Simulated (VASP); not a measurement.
Set up this calculation in VASP 6.6.1, as the native input.

```yaml
Task: single point
Functional: PBEsol
Potentials_or_basis: VASP PAW PBE potentials, release 64 (Ti_sv)
Cutoff: 520 eV
k_mesh: 7 × 7 × 10
Occupations: gaussian, width 0.15 eV
Spin: no spin polarisation
Dipole_correction: no
Further_INCAR_settings: ALGO = Normal; EDIFF = 1e-07; NBANDS = 25
```

The structure of Ti lies in POSCAR:

```
Ti
1.0
    4.5060961001      0.0000000000      0.0000000000
   -2.2530480500      3.9023938343      0.0000000000
    0.0000000000      0.0000000000      2.7624328266
Ti
3
Direct
    0.0000000000      0.0000000000      0.0000000000
    0.3333333333      0.6666666667      0.5000000000
    0.6666666667      0.3333333333      0.5000000000
```

The input as run:

INCAR

```
  PREC = Accurate
  ENCUT = 520
  EDIFF = 1E-7
  ISMEAR = 0
  SIGMA = 0.15
  LREAL = F
  LASPH = T
  NELM = 100
  ALGO = Normal
  ISIF = 2
  LWAVE = F
  LCHARG = F
  GGA = PS
  NBANDS = 25
```

KPOINTS

```
Automatic mesh
0
Gamma
  7 7 10
```

Potentials or basis: VASP PAW PBE potentials, release 64 (Ti_sv).

Run with:

```sh
$ cat potpaw_PBE.64/Ti_sv/POTCAR > POTCAR
$ mpirun -np 1 vasp_std > vasp.out
```

It gave:

```
Pressure               : 1.8 GPa
Band gap on the k mesh : zero (band 18 reaches 9.01 eV, above the bottom of band 19 at 8.75 eV)
```

Caveat: the PAW data sets were made with another functional, which shifts forces and pressure a little.

It took 61 s on 1 thread of Intel(R) Xeon(R) 6975P-C (Granite Rapids), with other jobs on the host, peak memory 0.2 GiB.
